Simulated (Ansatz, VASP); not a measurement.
**AlCu in VASP and in Ansatz**

Contents of INCAR:

```
SYSTEM = AlCu
ALGO = Fast ; EDIFF = 1E-6
ENCUT = 520 ; GGA = PS
ISIF = 2 ; ISMEAR = 0
LASPH = .TRUE. ; LCHARG = .FALSE.
LREAL = .FALSE. ; LWAVE = .FALSE.
NBANDS = 14 ; NELM = 60
PREC = Accurate ; SIGMA = 0.15
```

Contents of KPOINTS:

```
k-points
0
G
  16 16 16
  0 0 0
```

Contents of POSCAR:

```
AlCu
1.0
    2.9975090000      0.0262282038      0.0000000000
    0.0262282038      2.9975090000      0.0000000000
    0.0000000000      0.0000000000      2.9975090000
Al Cu
1 1
Direct
    0.0000000000      0.0000000000      0.0000000000
    0.5000000000      0.5000000000      0.5000000000
```

Input for Ansatz:

```yaml
crystal:
  lattice:
    - [2.997509, 0.0262282038, 0.0]
    - [0.0262282038, 2.997509, 0.0]
    - [0.0, 0.0, 2.997509]
  atoms:
    - { symbol: Al, position: [0.0, 0.0, 0.0] }
    - { symbol: Cu, position: [0.5, 0.5, 0.5] }
basis:
  ecutwfc: 420
kpoints:
  mp_grid: { grid: [16, 16, 16] }
hamiltonian:
  xc: pbesol
scf:
  occupations: { method: gaussian, width: 0.15 }
output:
  forces: true
  stress: true
  eigenvalues: true
```

Change from the starting cell: strain +0.0175 x Voigt [0, 0, 0, 0, 0, 1], atoms carried along.

Alike in both runs: task single point; functional PBEsol; k mesh 16 × 16 × 16; occupations gaussian, width 0.15 eV; no spin polarisation.

|  | VASP | Ansatz |
| --- | --- | --- |
| version | VASP 6.6.1 | Ansatz 0.2.0 |
| potentials or method | VASP PAW PBE potentials, release 64 (Al, Cu), cutoff 520 eV | scalar-relativistic, plane waves, PAW |
| valence electrons in the cell | 14 | 22 |

VASP gave:

```
gap on the k mesh at the Fermi level (eV)                     : none
pressure (GPa)                                                : -4.5
traceless stress, the component that is largest in VASP (GPa) : -0.52
```

**Question.** Estimate Ansatz's values.

**Answer.** gap on the k mesh at the Fermi level (eV): none; pressure (GPa): -4.8; traceless stress, the component that is largest in VASP (GPa): -0.52.

VASP's potentials were made for PBE, not for PBEsol. A gap of «none» marks a metal or a gap that the smearing closes. The functional is the same, so the differences come from potentials, cutoffs and numerics. VASP's potentials hold 14 valence electrons a cell and Ansatz's 22, so a difference there can come from the potentials and not from the codes.
